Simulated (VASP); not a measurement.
A run of VASP 6.6.1:

The input INCAR:

```
SYSTEM = HfN
  PREC = Accurate
  ENCUT = 520
  EDIFF = 1E-7
  ISMEAR = 0
  SIGMA = 0.1
  LREAL = .FALSE.
  LASPH = .TRUE.
  NELM = 100
  ALGO = Normal
  ISIF = 2
  LWAVE = .FALSE.
  LCHARG = .TRUE.
  GGA = PE
  LELF = .TRUE.
  LVHAR = .TRUE.
  NBANDS = 14
```

File KPOINTS:

```
Automatic mesh
0
G
  16 16 16
  0 0 0
```

The input POSCAR:

```
HfN
1.0
    0.0000000000      2.1546006864      2.1546006864
    2.1546006864      0.0000000000      2.1546006864
    2.1546006864      2.1546006864      0.0000000000
Hf N
1 1
Direct
    0.0000000000      0.0000000000      0.0000000000
    0.5000000000      0.5000000000      0.5000000000
```

Potentials or basis: VASP PAW PBE potentials, release 64 (Hf_pv, N).

Command:

```sh
$ cat potpaw_PBE.64/Hf_pv/POTCAR potpaw_PBE.64/N/POTCAR > POTCAR
$ mpirun -np 1 vasp_std > vasp.out
```

Hardware: 1 thread of Intel Xeon 8259CL (shared host).

**Question.** How long does it take, and how much memory?

**Answer.** Run time: 37 s on 1 thread of Intel Xeon 8259CL, on a shared host, peak memory 0.17 GiB. Counts: scf iterations 14, k points 145.
